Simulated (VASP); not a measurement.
**BiPt3: single point with PBE**

Crystal: BiPt3.

```
Bi Pt
1.0
     4.07910    0.00000    0.00000
     0.00000    4.07910    0.00000
     0.00000    0.00000    4.07910
Bi Pt
1 3
Direct
  0.00000 0.00000 0.00000
  0.00000 0.50000 0.50000
  0.50000 0.00000 0.50000
  0.50000 0.50000 0.00000
```

```json
{"Program": "VASP 6.6.1", "Task": "single point", "Functional": "PBE", "Potentials or basis": "VASP PAW PBE potentials, release 64 (Bi_d, Pt)", "Cutoff": "520 eV", "k mesh": "6 × 6 × 6", "Occupations": "methfessel-paxton, width 0.1 eV", "Spin": "no spin polarisation", "Dipole correction": "no", "Further INCAR settings": "ALGO = Normal; EDIFF = 1e-07; NBANDS = 30"}
```

- Pressure: 13.4 GPa

Levels at points of the mesh, in eV from the Fermi level:
| k point | band 19 | band 20 | band 21 | band 22 | band 23 | band 24 | band 25 | band 26 |
| --- | --- | --- | --- | --- | --- | --- | --- | --- |
| (0.00, 0.00, 0.00) | -1.42 | -1.42 | -0.64 | -0.49 | -0.13 | -0.13 | -0.13 | 5.55 |
| (0.50, 0.00, 0.00) | -2.60 | -2.51 | -1.32 | -0.45 | -0.13 | 2.65 | 2.65 | 4.91 |
| (0.50, 0.50, 0.00) | -2.72 | -2.27 | -2.12 | -2.00 | 0.46 | 0.46 | 3.36 | 5.13 |
| (0.50, 0.50, 0.50) | -2.21 | -2.21 | -1.43 | -0.90 | -0.55 | -0.55 | -0.55 | 3.09 |

Run time: 25 s on 1 thread of Intel(R) Xeon(R) Platinum 8488C (Sapphire Rapids), on a shared host, peak memory 0.18 GiB.

Caveat: spin-orbit coupling is left out, which moves the levels of the heavy elements.
